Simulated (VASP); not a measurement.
Write the native input for VASP 6.6.1 that does the following.

```
Task                   : single point
Functional             : PBE
Potentials or basis    : VASP PAW PBE potentials, release 64 (Nb_sv, C)
Cutoff                 : 600 eV
k mesh                 : 6 × 6 × 6
Occupations            : gaussian, width 0.1 eV
Spin                   : no spin polarisation
Dipole correction      : no
Further INCAR settings : ALGO = Normal; EDIFF = 1e-06; NBANDS = 16
```

The structure of NbC lies in POSCAR:

```
NbC
1.0
    0.0000000000      2.2414017361      2.2414017361
    2.2414017361      0.0000000000      2.2414017361
    2.2414017361      2.2414017361      0.0000000000
Nb C
1 1
Direct
    0.0000000000      0.0000000000      0.0000000000
    0.5000000000      0.5000000000      0.5000000000
```

One way to write it, as run:

INCAR

```
PREC = Accurate
ENCUT = 600
EDIFF = 1E-6
ISMEAR = 0
SIGMA = 0.1
LREAL = False
LASPH = True
NELM = 120
ALGO = Normal
ISIF = 2
LWAVE = False
LCHARG = True
GGA = PE
LELF = True
LVHAR = True
NBANDS = 16
GGA_COMPAT = False
```

KPOINTS

```
Automatic mesh
0
Gamma
  6 6 6
```

Potentials or basis: VASP PAW PBE potentials, release 64 (Nb_sv, C).

The run is started by

```console
$ cat potpaw_PBE.64/Nb_sv/POTCAR potpaw_PBE.64/C/POTCAR > POTCAR
$ mpirun -np 1 vasp_std > vasp.out
```

It gave:

| Item | Value |
| --- | --- |
| Pressure | -0.5 GPa |

Caveat: the k points lie up to 0.40 Å⁻¹ apart.

Wall time 21 s on 1 thread of Intel Xeon 8259CL, with other jobs on the host, peak memory 0.16 GiB.
